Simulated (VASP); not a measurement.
# TaN (P-6m2) in VASP: a series of runs, part 2 of 2

VASP 6.6.1. The steps go on from the part before.

## (4) Vibrations by perturbation theory, PBEsol

This run uses another cell than the first one, of 10.72 Å³/atom.

The input, INCAR:

```
PREC     = Accurate       # precision mode
ENCUT    = 520            # plane-wave cutoff, eV
EDIFF    = 1E-8           # SCF threshold, eV
ISMEAR   = -1             # smearing method
SIGMA    = 0.15           # smearing width, eV
LREAL    = F              # projectors in reciprocal space
LASPH    = T              # aspherical terms in the spheres
NELM     = 80             # most SCF steps
ALGO     = Normal         # electronic algorithm
ISIF     = 2              # what is computed and relaxed
LWAVE    = F              # write WAVECAR
LCHARG   = F              # write CHGCAR
GGA      = PS             # functional
IBRION   = 8              # ionic algorithm
NSW      = 1              # ionic steps
```

The input, KPOINTS:

```
Automatic mesh
0
Gamma
  18 18 14
```

The input, POSCAR:

```
TaN
1.0
    2.9330540746      0.0000000000      0.0000000000
   -1.4665270373      2.5400993393      0.0000000000
    0.0000000000      0.0000000000      2.8772315286
Ta N
1 1
Direct
    0.3333333333      0.6666666667      0.5000000000
    0.0000000000      0.0000000000      0.0000000000
```

Potentials or basis: VASP PAW PBE potentials, release 64 (Ta_pv, N).

Launch:

```
$ cat potpaw_PBE.64/Ta_pv/POTCAR potpaw_PBE.64/N/POTCAR > POTCAR
$ mpirun -np 1 vasp_std > vasp.out
```

OUTCAR:

```text
PREC = Accurate
   ENCUT = 520
   EDIFF = 1E-8
   ISMEAR = -1
   LREAL = F
   LASPH = T
   NELM = 80
   ISIF = 2
   GGA = PS
   IBRION = 8
   NSW = 1

 ion  position               nearest neighbor table
   1  0.333  0.667  0.500-   2 2.22   2 2.22   2 2.22   2 2.22   2 2.22   2 2.22
   2  0.000  0.000  0.000-   1 2.22   1 2.22   1 2.22   1 2.22   1 2.22   1 2.22

  LATTYP: Found a hexagonal cell.
 ALAT       =     2.9330540746
 C/A-ratio  =     0.9809677747

  Lattice vectors:

 A1 = (   2.9330540746,   0.0000000000,   0.0000000000)
 A2 = (  -1.4665270373,   2.5400993393,   0.0000000000)
 A3 = (   0.0000000000,   0.0000000000,   2.8772315286)

Analysis of symmetry for initial positions (statically):
=====================================================================
 Subroutine PRICEL returns:
 Original cell was already a primitive cell.

 Routine SETGRP: Setting up the symmetry group for a
 hexagonal supercell.

 Subroutine GETGRP returns: Found 12 space group operations
 (whereof 12 operations were pure point group operations)
 out of a pool of 24 trial point group operations.

The static configuration has the point symmetry D_3h.

Analysis of symmetry for dynamics (positions and initial velocities):
=====================================================================
 Subroutine PRICEL returns:
 Original cell was already a primitive cell.

 Routine SETGRP: Setting up the symmetry group for a
 hexagonal supercell.

 Subroutine GETGRP returns: Found 12 space group operations
 (whereof 12 operations were pure point group operations)
 out of a pool of 24 trial point group operations.

The dynamic configuration has the point symmetry D_3h.

 Subroutine INISYM returns: Found 12 space group operations
 (whereof 12 operations are pure point group operations),
 and found     1 'primitive' translations

----------------------------------------------------------------------------------------

                                     Primitive cell

  volume of cell :      21.4361

  direct lattice vectors                    reciprocal lattice vectors
     2.933054075  0.000000000  0.000000000     0.340941549  0.196842695  0.000000000
    -1.466527037  2.540099339  0.000000000     0.000000000  0.393685390  0.000000000
     0.000000000  0.000000000  2.877231529     0.000000000  0.000000000  0.347556319

  length of vectors
     2.933054075  2.933054075  2.877231529     0.393685390  0.393685390  0.347556319

  position of ions in fractional coordinates (direct lattice)
     0.333333333  0.666666667  0.500000000
     0.000000000  0.000000000  0.000000000

  ion indices of the primitive-cell ions
   primitive index   ion index
                 1           1
[... 138 lines left out ...]
      7       3.8989      2.00000
      8       5.2352      2.00000
      9      10.4005      0.00000
     10      11.7741      0.00000
     11      11.7741      0.00000
     12      12.1610      0.00000
[... 331 lines left out ...]
 k-point    24 :       0.3889    0.1111    0.0000
  band No.  band energies     occupation
      1     -27.3386      2.00000
      2     -26.6557      2.00000
      3     -26.4647      2.00000
      4      -7.2675      2.00000
      5       0.0109      2.00000
      6       2.9903      2.00000
      7       3.8647      2.00000
      8       5.8495      2.00000
      9      10.4531      0.00000
     10      11.2362      0.00000
     11      12.7513      0.00000
     12      14.2367      0.00000

 [... further k-points ...]

------------------------ aborting loop because EDIFF is reached ----------------------------------------

  FORCE on cell =-STRESS in cart. coord.  units (eV):
  Direction    XX          YY          ZZ          XY          YZ          ZX
  --------------------------------------------------------------------------------------
  -------------------------------------------------------------------------------------
  Total       -0.3007288     -0.3007288     -0.2747403      0.0000000     -0.0000000     -0.0000000
  in kB      -22.4770874    -22.4770874    -20.5346540      0.0000000     -0.0000000     -0.0000000
  external PRESSURE =     -21.8296096 kB  Pullay stress =       0.0000000 kB

 VOLUME and BASIS-vectors are now :
 -----------------------------------------------------------------------------
  energy-cutoff  :      520.00
  volume of cell :       21.44
      direct lattice vectors                 reciprocal lattice vectors
     2.933054075  0.000000000  0.000000000     0.340941549  0.196842695  0.000000000
    -1.466527037  2.540099339  0.000000000     0.000000000  0.393685390  0.000000000
     0.000000000  0.000000000  2.877231529     0.000000000  0.000000000  0.347556319

 POSITION                                       TOTAL-FORCE (eV/Angst)
 -----------------------------------------------------------------------------------
     -0.00000      1.69340      1.43862         0.000000     -0.000000      0.000000
      0.00000      0.00000      0.00000         0.000000      0.000000      0.000000
 -----------------------------------------------------------------------------------
    total drift:                                0.000000     -0.000000     -0.000000

  FREE ENERGIE OF THE ION-ELECTRON SYSTEM (eV)
  ---------------------------------------------------
  free  energy   TOTEN  =       -23.8083768020 eV

  energy  without entropy=      -23.7985694467  energy(sigma->0) =      -23.80347312

[... ionic steps 2 to 3 ...]

--------------------------------------- Ionic step        4  -------------------------------------------

------------------------ aborting loop because EDIFF is reached ----------------------------------------
[... 11 lines left out ...]
[... ionic steps 8 to 8 ...]

--------------------------------------- Ionic step        9  -------------------------------------------

 Free energy of the ion-electron system (eV)
  ---------------------------------------------------
  ---------------------------------------------------
  free energy    TOTEN  =        -0.23311377 eV

  energy without entropy =       -0.23311377

------------------------ aborting loop because EDIFF is reached ----------------------------------------

 INTERNAL STRAIN TENSOR  FOR ION    2  DIRECTION 3   (eV/Angst):
 -----------------------------------------------------------------------------
     0.00323  0.00000  0.00000
     0.00000  0.00323 -0.00000
     0.00000  0.00000  0.00742

 INTERNAL STRAIN TENSOR FOR ION    2 for displacements in x,y,z  (eV/Angst):
          X           Y           Z          XY          YZ          ZX
  --------------------------------------------------------------------------------
  x     0.00000     0.00000     0.00000    -2.06331     0.00000     0.00000
  y    -2.06331     2.06331     0.00000     0.00000     0.00000     0.00000
  z     0.00000     0.00000     0.00000     0.00000     0.00000     0.00000

 SECOND DERIVATIVES (NOT SYMMETRIZED)
 ------------------------------------
               1X          1Y          1Z          2X          2Y          2Z
  1X   -13.192992    0.000000    0.000000   13.192992    0.000000    0.000000
  1Y     0.000000  -13.192992    0.000000    0.000000   13.192992    0.000000
  1Z    -0.000000    0.000000  -14.301850    0.000000    0.000000   14.301850
  2X    13.192663    0.000000    0.000000  -13.192663    0.000000    0.000000
  2Y     0.000000   13.192663    0.000000   -0.000000  -13.192663    0.000000
  2Z     0.000000    0.000000   14.300593   -0.000000    0.000000  -14.300593

 Eigenvectors and eigenvalues of the dynamical matrix
 ----------------------------------------------------

   1 f  =   16.399598 THz   103.041713 2PiTHz  547.031707 cm-1    67.823257 meV
             X         Y         Z           dx          dy          dz
     -0.000000  1.693400  1.438616    -0.000000    0.000000   -0.268001
      0.000000  0.000000  0.000000     0.000000   -0.000000    0.963419
[... 21 lines left out ...]
   6 f/i=    0.000186 THz     0.001170 2PiTHz    0.006209 cm-1     0.000770 meV
             X         Y         Z           dx          dy          dz
     -0.000000  1.693400  1.438616    -0.000000    0.000000   -0.963419
      0.000000  0.000000  0.000000    -0.000000    0.000000   -0.268001

--------------------------------------------------------------------------------------------------------

 ELASTIC MODULI CONTR FROM IONIC RELAXATION (kBar)
 Direction    XX          YY          ZZ          XY          YZ          ZX
 --------------------------------------------------------------------------------
 XX         -12.2914     12.2914      0.0000     -0.0000      0.0000      0.0000
 YY          12.2914    -12.2914      0.0000      0.0000      0.0000      0.0000
 ZZ           0.0000      0.0000      0.0000      0.0000      0.0000      0.0000
 XY          -0.0000      0.0000      0.0000    -12.2914      0.0000      0.0000
 YZ           0.0000      0.0000      0.0000      0.0000      0.0000      0.0000
 ZX           0.0000      0.0000      0.0000      0.0000      0.0000      0.0000
 --------------------------------------------------------------------------------
```

It took 9.8 min on 1 thread of Intel Xeon 6975P-C (Granite Rapids), shared host; peak memory 0.79 GiB.

What came out:

```yaml
Highest_phonon_frequency_at_Γ: 547 cm⁻¹
```

Phonon frequencies in cm⁻¹ (negative: imaginary):
| q point | frequencies |
| --- | --- |
| (0.000, 0.000, 0.000) | 0 0 0 525 525 547 |

Caveat: the cell stands under pressure or tension, which shifts response properties; the PAW data sets were made with another functional, which shifts forces and pressure a little; spin-orbit coupling is left out, which moves the levels of the heavy elements.
